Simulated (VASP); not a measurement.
# GaP in VASP: notebook, part 2 of 2

VASP 6.6.1. The steps go on from the part before.

### Step 3. Single point, PBEsol (zz strain of +2 %)

File INCAR:

```
PREC = Accurate ; ENCUT = 520
EDIFF = 1E-6 ; ISMEAR = -1
SIGMA = 0.08 ; LREAL = False
LASPH = True ; NELM = 100
ALGO = Normal ; ISIF = 2
LWAVE = False ; LCHARG = False
GGA = PS ; NBANDS = 16
```

File KPOINTS:

```
regular mesh
0
Gamma
  12 12 12
```

File POSCAR:

```
GaP
1.0
    0.0000000000      2.7252500000      2.7797550000
    2.7252500000      0.0000000000      2.7797550000
    2.7252500000      2.7252500000      0.0000000000
Ga P
1 1
Direct
    0.0000000000      0.0000000000      0.0000000000
    0.7500000000      0.7500000000      0.7500000000
```

Potentials or basis: VASP PAW PBE potentials, release 64 (Ga_d, P).

On the command line:

```sh
> cat potpaw_PBE.64/Ga_d/POTCAR potpaw_PBE.64/P/POTCAR > POTCAR
> mpirun -np 1 vasp_std > vasp.out
```

OUTCAR:

```text
PREC = Accurate
   ENCUT = 520
   EDIFF = 1E-6
   ISMEAR = -1
   LREAL = False
   LASPH = True
   NELM = 100
   ISIF = 2
   GGA = PS

 ion  position               nearest neighbor table
   1  0.000  0.000  0.000-   2 2.38   2 2.38   2 2.38   2 2.38
   2  0.750  0.750  0.750-   1 2.38   1 2.38   1 2.38   1 2.38

  LATTYP: Found a body centered tetragonal cell.
 ALAT       =     3.8540855109
 C/A-ratio  =     1.4424978336

  Lattice vectors:

 A1 = (  -2.7252500000,   0.0000000000,   2.7797550000)
 A2 = (   2.7252500000,   0.0000000000,   2.7797550000)
 A3 = (   0.0000000000,   2.7252500000,  -2.7797550000)

Analysis of symmetry for initial positions (statically):
=====================================================================
 Subroutine PRICEL returns:
 Original cell was already a primitive cell.

 Routine SETGRP: Setting up the symmetry group for a
 body centered tetragonal supercell.

 Subroutine GETGRP returns: Found  8 space group operations
 (whereof  8 operations were pure point group operations)
 out of a pool of 16 trial point group operations.

The static configuration has the point symmetry D_2d.

Analysis of symmetry for dynamics (positions and initial velocities):
[... 154 lines left out ...]
  ---------------------------------------------------
  free energy    TOTEN  =        -9.91364222 eV

  energy without entropy =       -9.91363921  energy(sigma->0) =       -9.91364072

 E-fermi :   5.0938     XC(G=0):  -9.9329

 val. band max:        4.4045076779   @ k =   0.0000   0.0000   0.0000
 cond. band min:       5.8136273007   @ k =   0.4167   0.0000   0.4167
 fundamental gap:      1.4091196228
 Fermi energy:         5.0938114850

 k-point     1 :       0.0000    0.0000    0.0000
  band No.  band energies     occupation
      1     -10.1430      2.00000
      2     -10.1372      2.00000
      3     -10.1372      2.00000
      4     -10.0459      2.00000
      5     -10.0431      2.00000
      6      -8.0081      2.00000
[... 433 lines left out ...]
      3     -10.1047      2.00000
      4     -10.0418      2.00000
      5     -10.0411      2.00000
      6      -5.7684      2.00000
[... 8 lines left out ...]
     15      14.6061      0.00000
     16      16.0630      0.00000

 [... further k-points ...]
[... 5 lines left out ...]
  --------------------------------------------------------------------------------------
  -------------------------------------------------------------------------------------
  Total       -0.4353759     -0.4353759     -0.8283441      0.0000000      0.0000000      0.0000000
  in kB      -16.8937388    -16.8937388    -32.1419446      0.0000000      0.0000000      0.0000000
  external PRESSURE =     -21.9764740 kB  Pullay stress =       0.0000000 kB

 VOLUME and BASIS-vectors are now :
 -----------------------------------------------------------------------------
  energy-cutoff  :      520.00
  volume of cell :       41.29
      direct lattice vectors                 reciprocal lattice vectors
     0.000000000  2.725250000  2.779755000    -0.183469406  0.183469406  0.179871967
     2.725250000  0.000000000  2.779755000     0.183469406 -0.183469406  0.179871967
     2.725250000  2.725250000  0.000000000     0.183469406  0.183469406 -0.179871967

 POSITION                                       TOTAL-FORCE (eV/Angst)
 -----------------------------------------------------------------------------------
      0.00000      0.00000      0.00000         0.000000      0.000000      0.000000
      4.08788      4.08788      4.16963        -0.000000     -0.000000     -0.000000
 -----------------------------------------------------------------------------------
    total drift:                               -0.000001     -0.000001     -0.000000

  FREE ENERGIE OF THE ION-ELECTRON SYSTEM (eV)
  ---------------------------------------------------
  free  energy   TOTEN  =        -9.9136422197 eV

  energy  without entropy=       -9.9136392114  energy(sigma->0) =       -9.91364072
```

OSZICAR:

```text
N       E                     dE             d eps       ncg     rms          rms(c)
DAV:   1     0.783644817098E+02    0.78364E+02   -0.89951E+03  5424   0.160E+03
DAV:   2    -0.399869220190E+01   -0.82363E+02   -0.78228E+02  5984   0.307E+02
DAV:   3    -0.100903163857E+02   -0.60916E+01   -0.60700E+01  6472   0.647E+01
DAV:   4    -0.101879499365E+02   -0.97634E-01   -0.97610E-01  6528   0.883E+00
DAV:   5    -0.101898063422E+02   -0.18564E-02   -0.18563E-02  6752   0.107E+00    0.402E+00
DAV:   6    -0.995213126915E+01    0.23768E+00   -0.34888E-01  8176   0.111E+01    0.254E+00
DAV:   7    -0.991622621449E+01    0.35905E-01   -0.76047E-02  7296   0.210E+00    0.964E-01
DAV:   8    -0.991343189254E+01    0.27943E-02   -0.11488E-02  6248   0.123E+00    0.161E-01
DAV:   9    -0.991358741486E+01   -0.15552E-03   -0.97220E-04  7528   0.424E-01    0.636E-02
DAV:  10    -0.991361491965E+01   -0.27505E-04   -0.59119E-05  7656   0.785E-02    0.284E-02
DAV:  11    -0.991364233182E+01   -0.27412E-04   -0.28483E-05  6200   0.538E-02    0.578E-03
DAV:  12    -0.991364221974E+01    0.11207E-06   -0.92878E-07  5168   0.107E-02
   1 F= -.99136422E+01 E0= -.99136407E+01  d E =-.300836E-05
```

stdout:

```text
POSCAR found type information on POSCAR GaP
 POSCAR found :  2 types and       2 ions
 scaLAPACK will be used
 -----------------------------------------------------------------------------
|                                                                             |
|                                                                             |
|     You enforced a specific xc type in the INCAR file but a different       |
|     I HOPE YOU KNOW WHAT YOU ARE DOING!                                     |
|                                                                             |
 -----------------------------------------------------------------------------

 LDA part: xc-table for (Slater+PW92), standard interpolation
 POSCAR, INCAR and KPOINTS ok, starting setup
 FFT: planning ... GRIDC
 FFT: planning ... GRID_SOFT
 FFT: planning ... GRID
 WAVECAR not read
 entering main loop
```

It took 95 s on 1 thread of AMD EPYC 7R43 (Zen 3), shared host; peak memory 0.21 GiB.

What came out:

```yaml
Free_energy: -9.9136 eV
Pressure: -2.2 GPa
Band_gap_on_the_k_mesh: 1.41 eV, indirect (least direct gap 1.55 eV)
```

Stress tensor (GPa, compression positive):
```
-1.69  0.00  0.00
 0.00 -1.69  0.00
 0.00  0.00 -3.21
```

Levels at points of the mesh, in eV from the valence-band top:
| k point | band 6 | band 7 | band 8 | band 9 | band 10 | band 11 | band 12 | band 13 |
| --- | --- | --- | --- | --- | --- | --- | --- | --- |
| (0.00, 0.00, 0.00) | -12.41 | -0.11 | 0.00 | 0.00 | 1.55 | 3.78 | 3.78 | 3.83 |
| (0.50, 0.00, 0.00) | -10.39 | -6.62 | -1.22 | -1.06 | 1.48 | 4.55 | 4.69 | 8.02 |
| (0.50, 0.50, 0.00) | -9.56 | -6.84 | -2.59 | -2.59 | 1.61 | 1.82 | 10.37 | 10.37 |
| (0.50, 0.00, 0.50) | -9.47 | -6.71 | -2.73 | -2.72 | 1.48 | 1.64 | 10.33 | 10.34 |

Caveat: the cell differs from its parent crystal (zz strain of +2 %); the PAW data sets were made with another functional, which shifts forces and pressure a little. A k mesh can miss the band edges.

### Step 4. Single point, PBEsol (volume scaled by 0.94)

File INCAR:

```
PREC     = Accurate       # precision mode
ENCUT    = 520            # plane-wave cutoff, eV
EDIFF    = 1E-6           # SCF threshold, eV
ISMEAR   = -1             # smearing method
SIGMA    = 0.08           # smearing width, eV
LREAL    = False          # projectors in reciprocal space
LASPH    = True           # aspherical terms in the spheres
NELM     = 60             # most SCF steps
ALGO     = Normal         # electronic algorithm
ISIF     = 2              # what is computed and relaxed
LWAVE    = False          # write WAVECAR
LCHARG   = False          # write CHGCAR
GGA      = PS             # functional
NBANDS   = 16             # bands
```

File KPOINTS:

```
Automatic mesh
0
Gamma
  12 12 12
```

File POSCAR:

```
GaP
1.0
    0.0000000000      2.6696170428      2.6696170428
    2.6696170428      0.0000000000      2.6696170428
    2.6696170428      2.6696170428      0.0000000000
Ga P
1 1
Direct
    0.0000000000      0.0000000000      0.0000000000
    0.7500000000      0.7500000000      0.7500000000
```

Potentials or basis: VASP PAW PBE potentials, release 64 (Ga_d, P).

On the command line:

```sh
> cat potpaw_PBE.64/Ga_d/POTCAR potpaw_PBE.64/P/POTCAR > POTCAR
> mpirun -np 1 vasp_std > vasp.out
```

OUTCAR:

```text
PREC = Accurate
   ENCUT = 520
   EDIFF = 1E-6
   ISMEAR = -1
   LREAL = False
   LASPH = True
   NELM = 60
   ISIF = 2
   GGA = PS

 ion  position               nearest neighbor table
   1  0.000  0.000  0.000-   2 2.31   2 2.31   2 2.31   2 2.31
   2  0.750  0.750  0.750-   1 2.31   1 2.31   1 2.31   1 2.31

  LATTYP: Found a face centered cubic cell.
 ALAT       =     5.3392340856

  Lattice vectors:

 A1 = (   0.0000000000,   2.6696170428,   2.6696170428)
 A2 = (   2.6696170428,   0.0000000000,   2.6696170428)
 A3 = (   2.6696170428,   2.6696170428,   0.0000000000)
[... 623 lines left out ...]
      4      -9.3199      2.00000
      5      -9.3125      2.00000
      6      -5.2490      2.00000
[... 8 lines left out ...]
     15      15.6884      0.00000
     16      17.3629      0.00000

 [... further k-points ...]
[... 5 lines left out ...]
  --------------------------------------------------------------------------------------
  -------------------------------------------------------------------------------------
  Total        1.2318909      1.2318909      1.2318909      0.0000000      0.0000000      0.0000000
  in kB       51.8687692     51.8687692     51.8687692      0.0000000      0.0000000      0.0000000
  external PRESSURE =      51.8687692 kB  Pullay stress =       0.0000000 kB

 VOLUME and BASIS-vectors are now :
 -----------------------------------------------------------------------------
  energy-cutoff  :      520.00
  volume of cell :       38.05
      direct lattice vectors                 reciprocal lattice vectors
     0.000000000  2.669617043  2.669617043    -0.187292781  0.187292781  0.187292781
     2.669617043  0.000000000  2.669617043     0.187292781 -0.187292781  0.187292781
     2.669617043  2.669617043  0.000000000     0.187292781  0.187292781 -0.187292781

 POSITION                                       TOTAL-FORCE (eV/Angst)
 -----------------------------------------------------------------------------------
      0.00000      0.00000      0.00000        -0.000000     -0.000000     -0.000000
      4.00443      4.00443      4.00443         0.000000      0.000000      0.000000
 -----------------------------------------------------------------------------------
    total drift:                               -0.000000     -0.000000     -0.000000

  FREE ENERGIE OF THE ION-ELECTRON SYSTEM (eV)
  ---------------------------------------------------
  free  energy   TOTEN  =        -9.8903833538 eV

  energy  without entropy=       -9.8903790147  energy(sigma->0) =       -9.89038118
```

stdout:

```text
POSCAR found type information on POSCAR GaP
 POSCAR found :  2 types and       2 ions
 scaLAPACK will be used
 -----------------------------------------------------------------------------
|                                                                             |
|                                                                             |
|     You enforced a specific xc type in the INCAR file but a different       |
|     I HOPE YOU KNOW WHAT YOU ARE DOING!                                     |
|                                                                             |
 -----------------------------------------------------------------------------

 LDA part: xc-table for (Slater+PW92), standard interpolation
 POSCAR, INCAR and KPOINTS ok, starting setup
 FFT: planning ... GRIDC
 FFT: planning ... GRID_SOFT
 FFT: planning ... GRID
 WAVECAR not read
 entering main loop
```

Run time: 16 s. Hardware: 1 thread of Intel Xeon 6975P-C (Granite Rapids), shared host; peak memory 0.18 GiB.

What came out:

```yaml
Free_energy: -9.8904 eV
Pressure: 5.2 GPa
Band_gap_on_the_k_mesh: 1.35 eV, indirect (least direct gap 2.27 eV)
```

Caveat: the PAW data sets were made with another functional, which shifts forces and pressure a little. A k mesh can miss the band edges.

### Step 5. Single point, PBEsol (volume scaled by 0.98)

File INCAR:

```
SYSTEM = GaP
PREC = Accurate
ENCUT = 520
EDIFF = 1E-7
ISMEAR = -1
SIGMA = 0.08
LREAL = .False.
LASPH = .True.
NELM = 80
ALGO = Normal
ISIF = 2
LWAVE = .False.
LCHARG = .False.
GGA = PS
NBANDS = 16
```

File KPOINTS:

```
regular mesh
0
Gamma
  12 12 12
  0 0 0
```

File POSCAR:

```
GaP
1.0
    0.0000000000      2.7069591804      2.7069591804
    2.7069591804      0.0000000000      2.7069591804
    2.7069591804      2.7069591804      0.0000000000
Ga P
1 1
Direct
    0.0000000000      0.0000000000      0.0000000000
    0.7500000000      0.7500000000      0.7500000000
```

On the command line:

```sh
> cat potpaw_PBE.64/Ga_d/POTCAR potpaw_PBE.64/P/POTCAR > POTCAR
> mpirun -np 1 vasp_std > vasp.out
```

Run time: 18 s. Hardware: 1 thread of Intel Xeon 6975P-C (Granite Rapids), shared host; peak memory 0.18 GiB.

Results (log left out):

```
Free energy            : -9.9219 eV
Pressure               : 1.1 GPa
Band gap on the k mesh : 1.43 eV, indirect (least direct gap 1.92 eV)
```

Levels at points of the mesh, in eV from the valence-band top:
| k point | band 5 | band 6 | band 7 | band 8 | band 9 | band 10 | band 11 | band 12 | band 13 | band 14 |
| --- | --- | --- | --- | --- | --- | --- | --- | --- | --- | --- |
| (0.00, 0.00, 0.00) | -14.47 | -12.68 | 0.00 | 0.00 | 0.00 | 1.92 | 3.82 | 3.82 | 3.82 | 8.66 |
| (0.50, 0.00, 0.00) | -14.46 | -10.52 | -6.81 | -1.16 | -1.16 | 1.65 | 4.65 | 4.65 | 8.12 | 10.89 |
| (0.50, 0.50, 0.00) | -14.45 | -9.58 | -6.90 | -2.78 | -2.78 | 1.48 | 1.70 | 10.70 | 10.70 | 11.27 |

Caveat: the PAW data sets were made with another functional, which shifts forces and pressure a little.

### Step 6. The runs side by side

| cell | gap on the mesh (eV) | pressure (GPa) |
| --- | --- | --- |
| a = 3.873, b = 3.873, c = 3.854 Å, angles 60.2, 60.2, 59.7°, 2 atoms | 1.44 | -1.4 |
| a = 3.893, b = 3.893, c = 3.854 Å, angles 60.3, 60.3, 59.3°, 2 atoms | 1.41 | -2.2 |
| a = 3.775 Å, angles 60.0°, 2 atoms | 1.35 | 5.2 |
| a = 3.828 Å, angles 60.0°, 2 atoms | 1.43 | 1.1 |

Alike in all rows: task single point; level PBEsol; potentials or basis VASP PAW PBE potentials, release 64 (Ga_d, P); no spin polarisation; k mesh 12 × 12 × 12; cutoff (eV) 520; smearing fermi-dirac 0.08 eV.

Caveats: the PAW data sets were made with another functional, which shifts forces and pressure a little.

Absolute energies hang on the potentials; compare differences alone.
